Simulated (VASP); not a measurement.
# Ti (P-3m1) in VASP: a series of runs, part 2 of 2

VASP 6.6.1.

### 3 Single point, PBEsol (atoms displaced along a vibrational mode)

File INCAR:

```
PREC = Accurate ; ENCUT = 520
EDIFF = 1E-7 ; ISMEAR = 0
SIGMA = 0.15 ; LREAL = False
LASPH = True ; NELM = 60
ALGO = Fast ; ISIF = 2
LWAVE = False ; LCHARG = False
GGA = PS ; NBANDS = 19
```

File KPOINTS:

```
Automatic mesh
0
Gamma
  24 24 14
```

File POSCAR:

```
Ti
1.0
    2.9004352003      0.0000000000      0.0000000000
   -1.4502176001      2.5118505655      0.0000000000
    0.0000000000      0.0000000000      4.5909904468
Ti
2
Direct
    0.3333333333      0.6666666667      0.2532672688
    0.6666666667      0.3333333333      0.7467327312
```

Potentials or basis: VASP PAW PBE potentials, release 64 (Ti_sv).

On the command line:

```console
$ cat potpaw_PBE.64/Ti_sv/POTCAR > POTCAR
$ mpirun -np 1 vasp_std > vasp.out
```

OUTCAR:

```text
PREC = Accurate
   ENCUT = 520
   EDIFF = 1E-7
   ISMEAR = 0
   LREAL = False
   LASPH = True
   NELM = 60
   ISIF = 2
   GGA = PS

 ion  position               nearest neighbor table
   1  0.333  0.667  0.253-   2 2.82   2 2.82   2 2.82   2 2.87   2 2.87   2 2.87
   2  0.667  0.333  0.747-   1 2.82   1 2.82   1 2.82   1 2.87   1 2.87   1 2.87

  LATTYP: Found a hexagonal cell.
 ALAT       =     2.9004352003
 C/A-ratio  =     1.5828626153

  Lattice vectors:

 A1 = (   2.9004352003,   0.0000000000,   0.0000000000)
 A2 = (  -1.4502176001,   2.5118505655,   0.0000000000)
 A3 = (   0.0000000000,   0.0000000000,   4.5909904468)

Analysis of symmetry for initial positions (statically):
=====================================================================
 Subroutine PRICEL returns:
 Original cell was already a primitive cell.

 Routine SETGRP: Setting up the symmetry group for a
 hexagonal supercell.

 Subroutine GETGRP returns: Found 12 space group operations
 (whereof 12 operations were pure point group operations)
 out of a pool of 24 trial point group operations.

The static configuration has the point symmetry D_3d.

Analysis of symmetry for dynamics (positions and initial velocities):
=====================================================================
 Subroutine PRICEL returns:
 Original cell was already a primitive cell.

 Routine SETGRP: Setting up the symmetry group for a
 hexagonal supercell.

 Subroutine GETGRP returns: Found 12 space group operations
 (whereof 12 operations were pure point group operations)
 out of a pool of 24 trial point group operations.

The dynamic configuration has the point symmetry D_3d.

 Subroutine INISYM returns: Found 12 space group operations
 (whereof 12 operations are pure point group operations),
 and found     1 'primitive' translations

[... 111 lines left out ...]
   IALGO  =     68    algorithm
   IMIX   =      4    mixing-type and parameters
     AMIX     =   0.40;   BMIX     =  1.00
     AMIX_MAG =   1.60;   BMIX_MAG =  1.00
  volume/ion in A,a.u.               =      16.72       112.86
  Fermi-wavevector in a.u.,A,eV,Ry     =   1.465629  2.769638 29.226255  2.148069
  Thomas-Fermi vector in A             =   2.581463
   LORBIT       =      0    0 simple, 1 ext, 2 COOP (PROOUT), +10 PAW based schemes
   GGA     = PS    functional components
   LHFCALC =     F    Hartree Fock is set to
   AEXX    =    0.0000 exact exchange contribution
   IVDW    =     0    specifies the selected vdW correction
   LEPSILON=     F    determine dielectric tensor
   LRPA    =     F    only Hartree local field effects (RPA)
 non-spin polarized calculation
 RMM-DIIS sequential band-by-band and
 Gauss-broadening in eV      SIGMA  =   0.15
  energy-cutoff  :      520.00
  volume of cell :       33.45
 maximum number of plane-waves:       929
 NGX is ok and might be reduce to    24
   NGX = 11   NGY = 11   NGZ = 17

 number of electron      23.9999996 magnetization

 Free energy of the ion-electron system (eV)
  ---------------------------------------------------
  ext. energy  EPLUGINS =         0.00000000
  ---------------------------------------------------
  free energy    TOTEN  =       -16.68855550 eV

  energy without entropy =      -16.66582356  energy(sigma->0) =      -16.67718953

 E-fermi :   8.6132     XC(G=0): -11.8169

 val. band max:        8.6123275343   @ k =   0.0833   0.0417   0.1429
 cond. band min:       8.6135239086   @ k =   0.0000   0.1667   0.1429
 fundamental gap:      0.0011963743
 Fermi energy:         8.6132446902

 k-point     1 :       0.0000    0.0000    0.0000
  band No.  band energies     occupation
      1     -47.9527      2.00000
      2     -47.7889      2.00000
      3     -24.6914      2.00000
      4     -23.9596      2.00000
      5     -23.9596      2.00000
      6     -23.8772      2.00000
[... 505 lines left out ...]
      6     -24.1274      2.00000
[... 11 lines left out ...]
     18      12.3608      0.00000
     19      13.1477      0.00000

 [... further k-points ...]

------------------------ aborting loop because EDIFF is reached ----------------------------------------

  FORCE on cell =-STRESS in cart. coord.  units (eV):
  Direction    XX          YY          ZZ          XY          YZ          ZX
  --------------------------------------------------------------------------------------
  -------------------------------------------------------------------------------------
  Total       -0.0499638     -0.0499638     -0.0477468     -0.0000000     -0.0000000      0.0000000
  in kB       -2.3933289     -2.3933289     -2.2871312     -0.0000000     -0.0000000      0.0000000
  external PRESSURE =      -2.3579297 kB  Pullay stress =       0.0000000 kB

 VOLUME and BASIS-vectors are now :
 -----------------------------------------------------------------------------
  energy-cutoff  :      520.00
  volume of cell :       33.45
      direct lattice vectors                 reciprocal lattice vectors
     2.900435200  0.000000000  0.000000000     0.344775846  0.199056428  0.000000000
    -1.450217600  2.511850566  0.000000000     0.000000000  0.398112855  0.000000000
     0.000000000  0.000000000  4.590990447     0.000000000  0.000000000  0.217817922

 POSITION                                       TOTAL-FORCE (eV/Angst)
 -----------------------------------------------------------------------------------
     -0.00000      1.67457      1.16275        -0.000000     -0.000000     -0.103023
      1.45022      0.83728      3.42824         0.000000      0.000000      0.103023
 -----------------------------------------------------------------------------------
    total drift:                                0.000000     -0.000000      0.000000

  FREE ENERGIE OF THE ION-ELECTRON SYSTEM (eV)
  ---------------------------------------------------
  free  energy   TOTEN  =       -16.6885554997 eV

  energy  without entropy=      -16.6658235589  energy(sigma->0) =      -16.67718953
```

Run time: 14 min. Hardware: 1 thread of Intel Xeon 6975P-C (Granite Rapids), shared host; peak memory 0.49 GiB.

Results:

- Free energy: -16.6886 eV
- Pressure: -0.2 GPa
- Largest force: 0.103 eV/Å
- Band gap on the k mesh: zero (bands 12 and 13 overlap by 1.16 eV)

Forces in eV/Å, atoms in the order of the input:
```
Ti   0.000  0.000 -0.103
Ti   0.000  0.000  0.103
```

Caveat: the cell differs from its parent crystal (atoms displaced along a vibrational mode); the PAW data sets were made with another functional, which shifts forces and pressure a little.
